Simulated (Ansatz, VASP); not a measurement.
One calculation of Cu, two programs

File INCAR:

```
PREC = Accurate
ENCUT = 520
EDIFF = 1E-6
ISMEAR = 0
SIGMA = 0.15
LREAL = False
LASPH = True
NELM = 80
ALGO = Fast
ISIF = 2
LWAVE = False
LCHARG = False
GGA = PS
NBANDS = 12
```

KPOINTS

```
regular mesh
0
Gamma
  24 24 24
```

Contents of POSCAR:

```
Cu
1.0
   -1.5149329860      1.5149329860      1.4104834862
    1.5149329860     -1.5149329860      1.4104834862
    1.5149329860      1.5149329860     -1.4104834862
Cu
1
Direct
    0.0000000000      0.0000000000      0.0000000000
```

Input for Ansatz:

```yaml
crystal:
  lattice:
    - [-1.514932986, 1.514932986, 1.4104834862]
    - [1.514932986, -1.514932986, 1.4104834862]
    - [1.514932986, 1.514932986, -1.4104834862]
  atoms:
    - { symbol: Cu, position: [0.0, 0.0, 0.0] }
basis:
  ecutwfc: 420
kpoints:
  mp_grid: { grid: [24, 24, 24] }
hamiltonian:
  xc: pbesol
scf:
  occupations: { method: gaussian, width: 0.15 }
output:
  forces: true
  stress: true
  eigenvalues: true
```

Change from the starting cell: strain +0.050 along x and y, +0.025 along z, atoms carried along.

Alike in both runs: task single point; functional PBEsol; k mesh 24 × 24 × 24; occupations gaussian, width 0.15 eV; no spin polarisation.

|  | VASP | Ansatz |
| --- | --- | --- |
| version | VASP 6.6.1 | Ansatz 0.2.0 |
| potentials or method | VASP PAW PBE potentials, release 64 (Cu), cutoff 520 eV | scalar-relativistic, plane waves, PAW |
| valence electrons in the cell | 11 | 19 |

```tsv
	VASP	Ansatz	Ansatz less VASP
gap on the k mesh at the Fermi level (eV)	none	none	-
pressure (GPa)	-14.8	-15.5	-0.71
traceless stress, the component that is largest in VASP (GPa)	-0.24	-0.26	-0.023
```

VASP's potentials were made for PBE, not for PBEsol. A gap of «none» marks a metal or a gap that the smearing closes. The functional is the same, so the differences come from potentials, cutoffs and numerics. VASP's potentials hold 11 valence electrons a cell and Ansatz's 19, so a difference there can come from the potentials and not from the codes.
